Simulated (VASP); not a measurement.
# HPb4 (Im-3m) in VASP: notebook, part 2 of 2

VASP 6.6.1. Earlier steps stand in the parts before.

### Step 4. Single point, PBE

This run uses another cell than the first one, of 27.81 Å³/atom, 1.108 times its volume.

Input file INCAR:

```
ALGO     = Normal         # electronic algorithm
EDIFF    = 1E-7           # SCF threshold, eV
ENCUT    = 520            # plane-wave cutoff, eV
GGA      = PE             # functional
ISIF     = 2              # what is computed and relaxed
ISMEAR   = 0              # smearing method
LASPH    = True           # aspherical terms in the spheres
LCHARG   = False          # write CHGCAR
LREAL    = False          # projectors in reciprocal space
LWAVE    = False          # write WAVECAR
NBANDS   = 36             # bands
NELM     = 100            # most SCF steps
PREC     = Accurate       # precision mode
SIGMA    = 0.1            # smearing width, eV
```

Input file KPOINTS:

```
k-points
0
Gamma
  8 8 8
```

Input file POSCAR:

```
HPb4
1.0
   -3.2637443929      3.2637443929      3.2637443929
    3.2637443929     -3.2637443929      3.2637443929
    3.2637443929      3.2637443929     -3.2637443929
H Pb
1 4
Direct
    0.0000000000      0.0000000000      0.0000000000
    0.5000000000      0.5000000000      0.5000000000
    0.5000000000      0.0000000000      0.0000000000
    0.0000000000      0.0000000000      0.5000000000
    0.0000000000      0.5000000000      0.0000000000
```

Potentials or basis: VASP PAW PBE potentials, release 64 (H, Pb_d).

Launch:

```
$ cat potpaw_PBE.64/H/POTCAR potpaw_PBE.64/Pb_d/POTCAR > POTCAR
$ mpirun -np 1 vasp_std > vasp.out
```

OUTCAR:

```text
EDIFF = 1E-7
   ENCUT = 520
   GGA = PE
   ISIF = 2
   ISMEAR = 0
   LASPH = True
   LREAL = False
   NELM = 100
   PREC = Accurate

 ion  position               nearest neighbor table
   1  0.000  0.000  0.000-
   2  0.500  0.500  0.500-   3 3.26   4 3.26   5 3.26   3 3.26   5 3.26   4 3.26
   3  0.500  0.000  0.000-   2 3.26   4 3.26   5 3.26   2 3.26   4 3.26   5 3.26
   4  0.000  0.000  0.500-   2 3.26   3 3.26   5 3.26   5 3.26   3 3.26   2 3.26
   5  0.000  0.500  0.000-   2 3.26   3 3.26   4 3.26   4 3.26   2 3.26   3 3.26

[... 1138 lines left out ...]
  --------------------------------------------------------------------------------------
  -------------------------------------------------------------------------------------
  Total       -0.0549529     -0.0549529     -0.0549529     -0.0000000      0.0000000     -0.0000000
  in kB       -0.6331293     -0.6331293     -0.6331293     -0.0000000      0.0000000     -0.0000000
  external PRESSURE =      -0.6331293 kB  Pullay stress =       0.0000000 kB

 VOLUME and BASIS-vectors are now :
 -----------------------------------------------------------------------------
  energy-cutoff  :      520.00
  volume of cell :      139.06
      direct lattice vectors                 reciprocal lattice vectors
    -3.263744393  3.263744393  3.263744393     0.000000000  0.153198272  0.153198272
     3.263744393 -3.263744393  3.263744393     0.153198272  0.000000000  0.153198272
     3.263744393  3.263744393 -3.263744393     0.153198272  0.153198272  0.000000000

 POSITION                                       TOTAL-FORCE (eV/Angst)
 -----------------------------------------------------------------------------------
      0.00000      0.00000      0.00000         0.000000     -0.000000     -0.000000
      1.63187      1.63187      1.63187        -0.000000      0.000000     -0.000000
     -1.63187      1.63187      1.63187        -0.000000     -0.000000      0.000000
      1.63187      1.63187     -1.63187        -0.000000     -0.000000      0.000000
      1.63187     -1.63187      1.63187         0.000000      0.000000      0.000000
 -----------------------------------------------------------------------------------
    total drift:                               -0.000000     -0.000000      0.000000

  FREE ENERGIE OF THE ION-ELECTRON SYSTEM (eV)
  ---------------------------------------------------
  free  energy   TOTEN  =       -15.7851685092 eV

  energy  without entropy=      -15.7738119737  energy(sigma->0) =      -15.77949024
```

OSZICAR:

```text
N       E                     dE             d eps       ncg     rms          rms(c)
DAV:   1     0.672921246329E+03    0.67292E+03   -0.27273E+04  2088   0.182E+03
DAV:   2     0.484864500142E+02   -0.62443E+03   -0.61521E+03  2088   0.490E+02
DAV:   3    -0.133803216362E+02   -0.61867E+02   -0.60945E+02  2500   0.196E+02
DAV:   4    -0.159600795990E+02   -0.25798E+01   -0.25738E+01  2468   0.462E+01
DAV:   5    -0.160624116468E+02   -0.10233E+00   -0.10232E+00  2640   0.808E+00    0.245E+00
DAV:   6    -0.157903591734E+02    0.27205E+00   -0.76792E-01  2560   0.389E+00    0.797E-01
DAV:   7    -0.157831663481E+02    0.71928E-02   -0.15478E-01  2556   0.197E+00    0.396E-01
DAV:   8    -0.157857194792E+02   -0.25531E-02   -0.24190E-02  2692   0.676E-01    0.133E-01
DAV:   9    -0.157852357199E+02    0.48376E-03   -0.79817E-03  2548   0.431E-01    0.616E-02
DAV:  10    -0.157851654097E+02    0.70310E-04   -0.83708E-04  2444   0.179E-01    0.154E-02
DAV:  11    -0.157851739994E+02   -0.85897E-05   -0.11687E-04  2776   0.515E-02    0.993E-03
DAV:  12    -0.157851706247E+02    0.33748E-05   -0.18798E-05  2472   0.275E-02    0.306E-03
DAV:  13    -0.157851686070E+02    0.20176E-05   -0.28061E-06  2320   0.949E-03    0.952E-04
DAV:  14    -0.157851685092E+02    0.97793E-07   -0.29168E-07  1900   0.346E-03
   1 F= -.15785169E+02 E0= -.15779490E+02  d E =-.113565E-01
```

Run time: 94 s. Hardware: 1 thread of Intel Xeon Platinum 8488C (Sapphire Rapids), shared host; peak memory 0.31 GiB.

Results:

- Free energy: -15.7852 eV
- Pressure: -0.1 GPa

Levels at points of the mesh, in eV from the Fermi level:
```
           k point  band 24  band 25  band 26  band 27  band 28  band 29  band 30  band 31  band 32  band 33
(0.00, 0.00, 0.00)    -6.59    -1.90    -1.90    -1.90    -1.87    -1.75    -1.75    -1.75     3.49     3.49
(0.50, 0.00, 0.00)    -7.23    -3.43    -2.22    -0.93     0.39     0.47     0.53     2.61     2.65     2.65
(0.50, 0.50, 0.50)    -5.52    -4.34    -3.82    -3.82     0.21     0.21     0.21     2.02     6.06     6.06
```

Caveat: spin-orbit coupling is left out, which moves the levels of the heavy elements.

### Step 5. Relaxation of cell and atoms, PBE

Input file INCAR:

```
ALGO = Normal
EDIFF = 1E-6
EDIFFG = -0.04
ENCUT = 600
GGA = PE
IBRION = 2
ISIF = 3
ISMEAR = 0
LASPH = True
LCHARG = False
LREAL = False
LWAVE = False
NELM = 80
NSW = 90
PREC = Accurate
SIGMA = 0.1
```

Input file KPOINTS:

```
k-points
0
Gamma
  4 4 4
```

Changes to POSCAR since step 4:

```diff
@@ -2,5 +2,5 @@
 1.0
-   -3.2637443929      3.2637443929      3.2637443929
-    3.2637443929     -3.2637443929      3.2637443929
-    3.2637443929      3.2637443929     -3.2637443929
+   -3.1537922300      3.1537922300      3.1537922300
+    3.1537922300     -3.1537922300      3.1537922300
+    3.1537922300      3.1537922300     -3.1537922300
 H Pb
```

Launch:

```
$ cat potpaw_PBE.64/H/POTCAR potpaw_PBE.64/Pb_d/POTCAR > POTCAR
$ mpirun -np 1 vasp_std > vasp.out
```

It took 1.7 min on 1 thread of Intel Xeon Platinum 8488C (Sapphire Rapids), shared host; peak memory 0.33 GiB.

Results (log left out):

| Property | Result |
| --- | --- |
| Free energy | -15.7810 eV |
| Relaxed volume | 27.80 Å³/atom |
| Relaxed cell | a = 5.652 Å, b = 5.652 Å, c = 5.652 Å, α = 109.47°, β = 109.47°, γ = 109.47° |
| Space group after relaxing (to 0.05 Å) | Im-3m (No. 229) |
| Energy gained by relaxing | 39.6 meV/atom |
| Ionic steps | 3 |
| Pressure after relaxing | 0.0 GPa |

Step by step:
| step | energy change (eV) | largest force (eV/Å) | pressure (GPa) | volume (Å³) |
| --- | --- | --- | --- | --- |
| 1 | 0.0000 | 0.0000 | 5.15 | 125.48 |
| 2 | -0.1958 | 0.0000 | -0.44 | 140.69 |
| 3 | -0.1979 | 0.0000 | 0.03 | 139.02 |

Final structure:
```
H Pb
1.0
    -3.26338    3.26338    3.26338
     3.26338   -3.26338    3.26338
     3.26338    3.26338   -3.26338
H Pb
1 4
Cartesian
  0.0000 0.0000 0.0000
  1.6317 1.6317 1.6317
  -1.6317 1.6317 1.6317
  1.6317 1.6317 -1.6317
  1.6317 -1.6317 1.6317
```

Levels at points of the mesh, in eV from the Fermi level:
```
           k point  band 26  band 27  band 28  band 29  band 30  band 31
(0.00, 0.00, 0.00)    -1.79    -1.79    -1.79    -1.64    -1.64    -1.64
(0.50, 0.00, 0.00)    -2.11    -0.83     0.50     0.58     0.64     2.73
(0.50, 0.50, 0.50)    -3.72    -3.72     0.32     0.32     0.32     2.09
```

Caveat: spin-orbit coupling is left out, which moves the levels of the heavy elements.

### Step 6. Summary

```tsv
task	cell	k mesh	cutoff (eV)	gap on the mesh (eV)	pressure (GPa)
single point	a = 5.463 Å, angles 109.5°, 5 atoms	4 × 4 × 4	520	none	5.1
single point	a = 5.668 Å, angles 109.5°, 5 atoms	4 × 4 × 4	520	none	-0.3
single point	a = 5.653 Å, angles 109.5°, 5 atoms	8 × 8 × 8	520	none	-0.1
relaxation of cell and atoms	relaxed from a = 5.463 Å, angles 109.5°, 5 atoms	4 × 4 × 4	600	none	0.0
```

Alike in all rows: level PBE; potentials or basis VASP PAW PBE potentials, release 64 (H, Pb_d); no spin polarisation; smearing gaussian 0.1 eV.

Caveats: spin-orbit coupling is left out, which moves the levels of the heavy elements.

Absolute energies hang on the potentials; compare differences alone.
